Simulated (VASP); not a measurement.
Runs of VASP 6.6.1 on CdS. The structure is that of space group F-43m (No. 216), or close to it. The cells are those of the table. 

| cell | k mesh | smearing | gap on the mesh (eV) | pressure (GPa) |
| --- | --- | --- | --- | --- |
| a = 4.237 Å, angles 60.0°, 2 atoms | 6 × 6 × 6 | gaussian 0.05 eV | 0.84 | -4.0 |
| a = 4.186 Å, angles 60.0°, 2 atoms | 6 × 6 × 6 | gaussian 0.05 eV | (a) | -2.4 |
| a = 4.118 Å, angles 60.0°, 2 atoms | 8 × 8 × 8 | gaussian 0.02 eV | 1.02 | 0.4 |
| a = 4.118 Å, angles 60.0°, 2 atoms | 6 × 6 × 6 | gaussian 0.05 eV | 1.02 | 0.4 |

Alike in all rows: level PBEsol; potentials or basis VASP PAW PBE potentials, release 64 (Cd, S); no spin polarisation; cutoff (eV) 500.

Estimate the missing entries.

(a) 0.91.

Caveats: the PAW data sets were made with another functional, which shifts forces and pressure a little; the cell stands under tension (at least some runs).

A k mesh can miss the band edges, and the runs leave out spin-orbit coupling on Cd.
